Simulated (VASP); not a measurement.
Here is a VASP 6.6.1 calculation.

The input INCAR:

```
SYSTEM = Ba2TeSe
ALGO = Normal
EDIFF = 1E-6
ENCUT = 520
GGA = PE
ISIF = 2
ISMEAR = 0
LASPH = .TRUE.
LCHARG = .FALSE.
LREAL = .FALSE.
LWAVE = .FALSE.
NBANDS = 24
NELM = 60
PREC = Accurate
SIGMA = 0.01
```

Contents of KPOINTS:

```
k-points
0
G
  4 4 4
  0 0 0
```

File POSCAR:

```
Ba2TeSe
1.0
    2.4201238574      1.3972591605      7.9316978207
   -2.4201238574      1.3972591605      7.9316978207
    0.0000000000     -2.7945183210      7.9316978207
Se Te Ba
1 1 2
Direct
    1.0000000000      0.0000000000      0.0000000000
    0.5000000000      0.5000000000      0.5000000000
    0.2548744217      0.2548744217      0.2548744217
    0.7451255783      0.7451255783      0.7451255783
```

Potentials or basis: VASP PAW PBE potentials, release 64 (Se, Te, Ba_sv).

Launch:

```bash
$ cat potpaw_PBE.64/Se/POTCAR potpaw_PBE.64/Te/POTCAR potpaw_PBE.64/Ba_sv/POTCAR > POTCAR
$ mpirun -np 1 vasp_std > vasp.out
```

**Question.** Predict the pressure.

**Answer.** 0.5 GPa.

**Question.** Predict the largest force.

**Answer.** 0.017 eV/Å.

**Question.** Estimate the band gap on the k mesh.

**Answer.** 1.62 eV, indirect (least direct gap 1.96 eV).

Forces in eV/Å, atoms in the order of the input:
```
Se   0.000  0.000  0.000
Te   0.000  0.000  0.000
Ba   0.000  0.000 -0.017
Ba   0.000  0.000  0.017
```

Caveat: spin-orbit coupling is left out, which moves the levels of the heavy elements. A k mesh can miss the band edges.
